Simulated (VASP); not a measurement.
CeReSe3, 10 atoms in the cell. The structure is orthorhombic, space group Cmcm (No. 63). Conventional cell: a = 4.069 Å, b = 10.925 Å, c = 9.232 Å, α = 90.00°, β = 90.00°, γ = 90.00°. Re (site symmetry 2/m) has 6 Se at 2.50 to 2.55 Å and 2 Ce at 3.23 Å within 3.3 Å. Within 3.9 Å of Ce (site symmetry m2m) lie 9 Se at 2.93 to 3.21 Å and 2 Re at 3.23 Å. Se (site symmetry m2m) has 2 Re at 2.50 Å and 3 Ce at 3.04 to 3.21 Å and 4 Se at 3.38 Å within 3.4 Å. Within 3.4 Å of Se (site symmetry m) lie 2 Re at 2.55 Å and 3 Ce at 2.93 to 3.15 Å and 5 Se at 3.09 to 3.38 Å. 

| Quantity | Value |
| --- | --- |
| Program | VASP 6.6.1 |
| Task | single point |
| Functional | PBE |
| Potentials or basis | VASP PAW PBE potentials, release 64 (Re, Ce, Se) |
| Cutoff | 520 eV |
| k mesh | 5 × 5 × 2 |
| Occupations | fermi-dirac, width 0.0513 eV |
| Spin | no spin polarisation |
| Dipole correction | no |
| Further INCAR settings | ALGO = Normal; EDIFF = 1e-06; NBANDS = 48 |

Potentials or basis: VASP PAW PBE potentials, release 64 (Re, Ce, Se).

Launch:

```sh
$ cat potpaw_PBE.64/Re/POTCAR potpaw_PBE.64/Ce/POTCAR potpaw_PBE.64/Se/POTCAR > POTCAR
$ mpirun -np 1 vasp_std > vasp.out
```

Hardware: 1 thread of Intel(R) Xeon(R) 6975P-C (Granite Rapids) (shared host).

Task: Estimate the wall time of this run.

Result: It took 5.6 min on 1 thread of Intel(R) Xeon(R) 6975P-C (Granite Rapids), with other jobs on the host, peak memory 0.42 GiB. Counts: scf iterations 38, k points 18.
